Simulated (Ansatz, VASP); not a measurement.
One calculation of Be3S5, two programs

```xyz
8
Lattice="4.3385 -3.3111 0.0000 4.3385 3.3111 0.0000 0.0000 0.0000 5.6698" Properties=species:S:1:pos:R:3 pbc="T T T"
Be    4.3385   -1.9482    0.0000
Be    4.3385    1.9482    0.0000
Be    4.3385    0.0000    2.8349
S     2.3959    0.0000    2.8349
S     6.2811    0.0000    2.8349
S     0.0000    0.0000    1.4794
S     0.0000    0.0000    4.1904
S     4.3385    0.0000    0.0000
```

Alike in both runs: functional PBE; k mesh 3 × 3 × 3; occupations gaussian, width 0.2 eV; no spin polarisation.

Ansatz relaxed the structure, and its values are those at the end. VASP's run is a single point on that final structure, the one shown.

|  | VASP | Ansatz |
| --- | --- | --- |
| version | VASP 6.6.1 | Ansatz 0.2.0 |
| potentials or method | VASP PAW PBE potentials, release 64 (Be, S), cutoff 600 eV | scalar-relativistic, plane waves, PAW |
| valence electrons in the cell | 36 | 36 |

|  | VASP | Ansatz | Ansatz less VASP |
| --- | --- | --- | --- |
| gap on the k mesh at the Fermi level (eV) | none | none | - |
| pressure (GPa) | 0.1 | 0.1 | 0.00 |
| rms of the force components (eV/Å) | 0.012 | 0.013 | +0.0009 |

A gap of «none» marks a metal or a gap that the smearing closes. The functional is the same, so the differences come from potentials, cutoffs and numerics.

The k mesh is coarse, so the values compare programs but aren't converged.
